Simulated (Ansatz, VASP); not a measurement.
# One calculation of Pb, two programs

```
Pb
1.0
     0.00000    2.52356    2.52356
     2.52356    0.00000    2.52356
     2.52356    2.52356    0.00000
Pb
1
Direct
  0.00000 0.00000 0.00000
```

Alike in both runs: task single point; functional r2SCAN; dispersion D3(BJ); k mesh 9 × 9 × 9; occupations fermi-dirac, width 0.05 eV; no spin polarisation.

```csv
,VASP,Ansatz
version,VASP 6.6.1,Ansatz 0.2.0
potentials or method,"VASP PAW PBE potentials, release 64 (Pb_d)",Ansatz PAW
plane-wave cutoff (eV),520,500
valence electrons in the cell,14,14
```

|  | VASP | Ansatz | Ansatz less VASP |
| --- | --- | --- | --- |
| gap on the k mesh at the Fermi level (eV) | none | none | - |
| pressure (GPa) | -2.4 | -2.4 | +0.01 |

VASP's potentials were made for PBE, not for r2SCAN. A gap of «none» marks a metal or a gap that the smearing closes.

Neither program's run includes spin-orbit coupling.
